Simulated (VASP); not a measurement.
# Rh (P6_3/mmc) in VASP: a series of runs

Rh is run at these levels: LDA; tasks: single point.

Program: VASP 6.6.1. These are calculated values, not measurements. Logs are shortened: lines on timing, memory, paths and dates and some standing lists are left out, and cuts for length are marked.

## (1) The cell of the first run

It takes space group P6_3/mmc (No. 194, hexagonal). The conventional cell has a = 2.658 Å, b = 2.658 Å, c = 8.671 Å, α = 90.00°, β = 90.00°, γ = 120.00°. Within 3.5 Å of Rh (site symmetry -3m) lie 12 Rh at 2.66 Å. Within 3.5 Å of Rh (site symmetry -6m2) lie 12 Rh at 2.66 Å.

## (2) Single point, LDA

The input, INCAR:

```
SYSTEM = Rh
  PREC = Accurate
  ENCUT = 520
  EDIFF = 1E-6
  ISMEAR = -1
  SIGMA = 0.1
  LREAL = .FALSE.
  LASPH = .TRUE.
  NELM = 60
  ALGO = Normal
  ISIF = 2
  LWAVE = .FALSE.
  LCHARG = .FALSE.
  GGA = CA
  NBANDS = 38
```

The input, KPOINTS:

```
regular mesh
0
G
  13 13 4
  0 0 0
```

The input, POSCAR:

```
Rh
1.0
    2.6578759409      0.0000000000      0.0000000000
   -1.3289379704      2.3017880849      0.0000000000
    0.0000000000      0.0000000000      8.6710443316
Rh
4
Direct
    0.0000000000      0.0000000000      1.0000000000
    0.0000000000      0.0000000000      0.5000000000
    0.3333333333      0.6666666667      0.2500000000
    0.6666666667      0.3333333333      0.7500000000
```

Potentials or basis: VASP PAW LDA potentials, release 64 (Rh_pv).

Launch:

```console
> cat potpaw_LDA.64/Rh_pv/POTCAR > POTCAR
> mpirun -np 1 vasp_std > vasp.out
```

OUTCAR:

```text
SYSTEM = Rh
   PREC = Accurate
   ENCUT = 520
   EDIFF = 1E-6
   ISMEAR = -1
   LREAL = .FALSE.
   LASPH = .TRUE.
   NELM = 60
   ISIF = 2
   GGA = CA

 ion  position               nearest neighbor table
   1  0.000  0.000  0.000-   3 2.66   4 2.66   3 2.66   4 2.66   4 2.66   3 2.66
   2  0.000  0.000  0.500-   3 2.66   4 2.66   3 2.66   4 2.66   4 2.66   3 2.66
   3  0.333  0.667  0.250-   1 2.66   2 2.66   1 2.66   2 2.66   1 2.66   2 2.66
   4  0.667  0.333  0.750-   1 2.66   2 2.66   1 2.66   2 2.66   1 2.66   2 2.66

  LATTYP: Found a hexagonal cell.
 ALAT       =     2.6578759409
 C/A-ratio  =     3.2623961857

  Lattice vectors:

 A1 = (   2.6578759409,   0.0000000000,   0.0000000000)
 A2 = (  -1.3289379704,   2.3017880849,   0.0000000000)
 A3 = (   0.0000000000,   0.0000000000,   8.6710443316)

Analysis of symmetry for initial positions (statically):
=====================================================================
 Subroutine PRICEL returns:
 Original cell was already a primitive cell.

 Routine SETGRP: Setting up the symmetry group for a
 hexagonal supercell.

 Subroutine GETGRP returns: Found 24 space group operations
 (whereof 12 operations were pure point group operations)
 out of a pool of 24 trial point group operations.

The static configuration has the point symmetry D_3d.
 The point group associated with its full space group is D_6h.

Analysis of symmetry for dynamics (positions and initial velocities):
=====================================================================
 Subroutine PRICEL returns:
 Original cell was already a primitive cell.

 Routine SETGRP: Setting up the symmetry group for a
 hexagonal supercell.

 Subroutine GETGRP returns: Found 24 space group operations
 (whereof 12 operations were pure point group operations)
 out of a pool of 24 trial point group operations.

The dynamic configuration has the point symmetry D_3d.
 The point group associated with its full space group is D_6h.

 Subroutine INISYM returns: Found 24 space group operations
 (whereof 12 operations are pure point group operations),
 and found     1 'primitive' translations

----------------------------------------------------------------------------------------

                                     Primitive cell

  volume of cell :      53.0483

  direct lattice vectors                    reciprocal lattice vectors
     2.657875941  0.000000000  0.000000000     0.376240284  0.217222429  0.000000000
    -1.328937970  2.301788085  0.000000000     0.000000000  0.434444859  0.000000000
     0.000000000  0.000000000  8.671044332     0.000000000  0.000000000  0.115326362

  length of vectors
     2.657875941  2.657875941  8.671044332     0.434444859  0.434444859  0.115326362

  position of ions in fractional coordinates (direct lattice)
     0.000000000  0.000000000  0.000000000
     0.000000000  0.000000000  0.500000000
     0.333333333  0.666666667  0.250000000
     0.666666667  0.333333333  0.750000000

  ion indices of the primitive-cell ions
   primitive index   ion index
                 1           1
                 2           2
                 3           3
                 4           4

----------------------------------------------------------------------------------------

 KPOINTS: regular mesh

Automatic generation of k-mesh.
 Grid dimensions read from file:
 generate k-points for:   13   13    4

 Generating k-lattice:

  Cartesian coordinates                     Fractional coordinates (reciprocal lattice)
     0.028941560  0.016709418  0.000000000     0.076923077 -0.000000000  0.000000000
     0.000000000  0.033418835  0.000000000     0.000000000  0.076923077  0.000000000
     0.000000000  0.000000000  0.028831591     0.000000000  0.000000000  0.250000000

  Length of vectors
     0.033418835  0.033418835  0.028831591

  Shift w.r.t. Gamma in fractional coordinates (k-lattice)
     0.000000000  0.000000000  0.000000000

 Subroutine IBZKPT returns following result:
 ===========================================

 Found     63 irreducible k-points:

 Following reciprocal coordinates:
            Coordinates               Weight
  0.000000  0.000000  0.000000      1.000000
  0.076923 -0.000000  0.000000      6.000000
  0.153846  0.000000  0.000000      6.000000
  0.230769  0.000000  0.000000      6.000000
  0.307692  0.000000  0.000000      6.000000
  0.384615  0.000000  0.000000      6.000000
[... 16 lines left out ...]
  0.076923 -0.000000  0.250000     12.000000
  0.153846  0.000000  0.250000     12.000000
 [... further k-points ...]
   k-points           NKPTS =     63   k-points in BZ     NKDIM =     63   number of bands    NBANDS=     38
   number of dos      NEDOS =    301   number of ions     NIONS =      4
   total plane-waves  NPLWV =  25600
   dimension x,y,z NGX =    20 NGY =   20 NGZ =   64
   dimension x,y,z NGXF=    40 NGYF=   40 NGZF=  128
   ions per type =               4
   NGX,Y,Z   is equivalent  to a cutoff of  12.51, 12.51, 12.27 a.u.
   NGXF,Y,Z  is equivalent  to a cutoff of  25.02, 25.02, 24.54 a.u.
 SYSTEM =  Rh
   PREC   = accura    normal or accurate (medium, high low for compatibility)
   ISTART =      0    job   : 0-new  1-cont  2-samecut
   ICHARG =      2    charge: 1-file 2-atom 10-const
   ISPIN  =      1    spin polarized calculation?
   LNONCOLLINEAR =      F non collinear calculations
   LSORBIT =      F    spin-orbit coupling
   LASPH  =      T    aspherical Exc in radial PAW
   ENCUT  =  520.0 eV  38.22 Ry    6.18 a.u.   4.94  4.94 16.12*2*pi/ulx,y,z
   NELM   =     60;   NELMIN=  2; NELMDL= -5     # of ELM steps
   EDIFF  = 0.1E-05   stopping-criterion for ELM
   LREAL  =      F    real-space projection
   EDIFFG = 0.1E-04   stopping-criterion for IOM
   NSW    =      0    number of steps for IOM
   IBRION =     -1    ionic relax: 0-MD 1-quasi-New 2-CG
   NFREE  =      0    steps in history (QN), initial steepest desc. (CG)
   ISIF   =      2    stress and relaxation
   ISYM   =      2    0-nonsym 1-usesym 2-fastsym
   POTIM  = 0.5000    time-step for ionic-motion
   TEBEG  =    0.0;   TEEND  =   0.0 temperature during run
   PSTRESS=    0.0 pullay stress
   NELECT =      60.0000    total number of electrons
   NUPDOWN=      -1.0000    fix difference up-down
   EMIN   =  10.00;   EMAX   =-10.00  energy-range for DOS
   EFERMI =   0.00;   METHOD = LEGACY
   ISMEAR =    -1;   SIGMA  =   0.10  broadening in eV -4-tet -1-fermi 0-gaus
   EFERMI_NEDOS =   21; number of points for ismear=-14 and -15
   IALGO  =     38    algorithm
   IMIX   =      4    mixing-type and parameters
     AMIX     =   0.40;   BMIX     =  1.00
     AMIX_MAG =   1.60;   BMIX_MAG =  1.00
  volume/ion in A,a.u.               =      13.26        89.50
  Fermi-wavevector in a.u.,A,eV,Ry     =   1.705695  3.223297 39.584738  2.909396
  Thomas-Fermi vector in A             =   2.784868
   LORBIT       =      0    0 simple, 1 ext, 2 COOP (PROOUT), +10 PAW based schemes
   GGA     = CA    functional components
   LHFCALC =     F    Hartree Fock is set to
   AEXX    =    0.0000 exact exchange contribution
   IVDW    =     0    specifies the selected vdW correction
   LEPSILON=     F    determine dielectric tensor
   LRPA    =     F    only Hartree local field effects (RPA)
 non-spin polarized calculation
  energy-cutoff  :      520.00
  volume of cell :       53.05
 maximum number of plane-waves:      1459
 NGX is ok and might be reduce to    20
   NGX =  9   NGY =  9   NGZ = 33

 number of electron      60.0000024 magnetization

 Free energy of the ion-electron system (eV)
  ---------------------------------------------------
  ext. energy  EPLUGINS =         0.00000000
  ---------------------------------------------------
  free energy    TOTEN  =       -34.74406506 eV

  energy without entropy =      -34.56336100  energy(sigma->0) =      -34.65371303

 E-fermi :  12.4196     XC(G=0): -14.5817

 val. band max:       12.4176866538   @ k =   0.1538   0.0000   0.0000
 cond. band min:      12.4275230159   @ k =   0.3846   0.0000   0.2500
 fundamental gap:      0.0098363622
 Fermi energy:        12.4195707256

 k-point     1 :       0.0000    0.0000    0.0000
  band No.  band energies     occupation
      1     -34.6739      2.00000
      2     -34.2603      2.00000
      3     -34.2579      2.00000
      4     -33.9447      2.00000
      5     -33.9447      2.00000
      6     -33.8970      2.00000
[... 30 lines left out ...]
     37      21.3344      0.00000
     38      26.9006      0.00000

 k-point     2 :       0.0769   -0.0000    0.0000
  band No.  band energies     occupation
      1     -34.6581      2.00000
      2     -34.2643      2.00000
      3     -34.2626      2.00000
      4     -33.9815      2.00000
      5     -33.9565      2.00000
      6     -33.9251      2.00000
[... 30 lines left out ...]
     37      21.2931      0.00000
     38      27.1673      0.00000

 k-point     3 :       0.1538    0.0000    0.0000
  band No.  band energies     occupation
      1     -34.6129      2.00000
      2     -34.2877      2.00000
      3     -34.2846      2.00000
      4     -34.0801      2.00000
      5     -34.0020      2.00000
      6     -33.9885      2.00000
[... 30 lines left out ...]
     37      21.1906      0.00000
     38      27.7288      0.00000

 k-point     4 :       0.2308    0.0000    0.0000
  band No.  band energies     occupation
      1     -34.5458      2.00000
      2     -34.3612      2.00000
      3     -34.3424      2.00000
      4     -34.2128      2.00000
      5     -34.1360      2.00000
      6     -34.0369      2.00000
[... 30 lines left out ...]
     37      21.0944      0.00000
     38      26.9411      0.00000
[... 703 lines left out ...]
      4     -33.9404      2.00000
      5     -33.9404      2.00000
      6     -33.9106      2.00000
[... 30 lines left out ...]
     37      22.0931      0.00000
     38      25.9021      0.00000

 k-point    23 :       0.0769   -0.0000    0.2500
  band No.  band energies     occupation
      1     -34.6285      2.00000
      2     -34.4161      2.00000
      3     -34.1089      2.00000
      4     -33.9765      2.00000
      5     -33.9520      2.00000
      6     -33.9422      2.00000
[... 30 lines left out ...]
     37      22.0911      0.00000
     38      26.0036      0.00000

 k-point    24 :       0.1538    0.0000    0.2500
  band No.  band energies     occupation
      1     -34.5881      2.00000
      2     -34.4113      2.00000
      3     -34.1641      2.00000
      4     -34.0707      2.00000
      5     -34.0305      2.00000
      6     -33.9834      2.00000
[... 30 lines left out ...]
     37      22.1182      0.00000
     38      26.2510      0.00000

 [... further k-points ...]
[... 5 lines left out ...]
  --------------------------------------------------------------------------------------
  -------------------------------------------------------------------------------------
  Total        0.2948119      0.2948119      0.2925850      0.0000000      0.0000000     -0.0000000
  in kB        8.9039806      8.9039806      8.8367219      0.0000000      0.0000000     -0.0000000
  external PRESSURE =       8.8815610 kB  Pullay stress =       0.0000000 kB

 VOLUME and BASIS-vectors are now :
 -----------------------------------------------------------------------------
  energy-cutoff  :      520.00
  volume of cell :       53.05
      direct lattice vectors                 reciprocal lattice vectors
     2.657875941  0.000000000  0.000000000     0.376240284  0.217222429  0.000000000
    -1.328937970  2.301788085  0.000000000     0.000000000  0.434444859  0.000000000
     0.000000000  0.000000000  8.671044332     0.000000000  0.000000000  0.115326362

 POSITION                                       TOTAL-FORCE (eV/Angst)
 -----------------------------------------------------------------------------------
      0.00000      0.00000      0.00000         0.000000      0.000000     -0.000000
      0.00000      0.00000      4.33552         0.000000      0.000000     -0.000000
     -0.00000      1.53453      2.16776         0.000000     -0.000000     -0.000000
      1.32894      0.76726      6.50328        -0.000000     -0.000000      0.000000
 -----------------------------------------------------------------------------------
    total drift:                                0.000000     -0.000000      0.000000

  FREE ENERGIE OF THE ION-ELECTRON SYSTEM (eV)
  ---------------------------------------------------
  free  energy   TOTEN  =       -34.7440650618 eV

  energy  without entropy=      -34.5633610035  energy(sigma->0) =      -34.65371303
```

Run time: 39 s. Hardware: 1 thread of AMD EPYC 9R45 (Zen 5), shared host; peak memory 0.17 GiB.

Results:

* Free energy: -34.7441 eV
* Pressure: 0.9 GPa
* Band gap on the k mesh: zero (band 30 reaches 13.08 eV, above the bottom of band 31 at 11.17 eV)

## (3) Single point, LDA (volume scaled by 0.88)

The input, INCAR:

```
PREC     = Accurate       # precision mode
ENCUT    = 520            # plane-wave cutoff, eV
EDIFF    = 1E-7           # SCF threshold, eV
ISMEAR   = -1             # smearing method
SIGMA    = 0.1            # smearing width, eV
LREAL    = F              # projectors in reciprocal space
LASPH    = T              # aspherical terms in the spheres
NELM     = 100            # most SCF steps
ALGO     = Normal         # electronic algorithm
ISIF     = 2              # what is computed and relaxed
LWAVE    = F              # write WAVECAR
LCHARG   = F              # write CHGCAR
NBANDS   = 38             # bands
```

The input, KPOINTS:

```
Automatic mesh
0
Gamma
  15 15 4
```

The input, POSCAR:

```
Rh
1.0
    2.5469999121      0.0000000000      0.0000000000
   -1.2734999560      2.2057666273      0.0000000000
    0.0000000000      0.0000000000      8.3093227984
Rh
4
Direct
    0.0000000000      0.0000000000      1.0000000000
    0.0000000000      0.0000000000      0.5000000000
    0.3333333333      0.6666666667      0.2500000000
    0.6666666667      0.3333333333      0.7500000000
```

Potentials or basis: VASP PAW LDA potentials, release 64 (Rh_pv).

Launch:

```console
> cat potpaw_LDA.64/Rh_pv/POTCAR > POTCAR
> mpirun -np 1 vasp_std > vasp.out
```

It took 51 s on 1 thread of AMD EPYC 9R45 (Zen 5), shared host; peak memory 0.18 GiB.

The run converged. Its results:

```yaml
Free_energy: -33.7224 eV
Pressure: 56.9 GPa
Band_gap_on_the_k_mesh: zero (band 30 reaches 15.90 eV, above the bottom of band 31 at 13.52 eV)
```

Stress tensor (GPa, compression positive):
```
56.60  0.00  0.00
 0.00 56.60  0.00
 0.00  0.00 57.35
```

Levels at points of the mesh, in eV from the Fermi level:
| k point | band 26 | band 27 | band 28 | band 29 | band 30 | band 31 | band 32 | band 33 | band 34 | band 35 |
| --- | --- | --- | --- | --- | --- | --- | --- | --- | --- | --- |
| (0.00, 0.00, 0.00) | -3.43 | -3.43 | -1.88 | -1.88 | -1.12 | -1.12 | -0.43 | -0.43 | 0.55 | 0.58 |
| (0.00, 0.00, 0.50) | -3.72 | -1.47 | -1.47 | -1.47 | -1.47 | -1.45 | -1.45 | 0.11 | 0.11 | 0.11 |
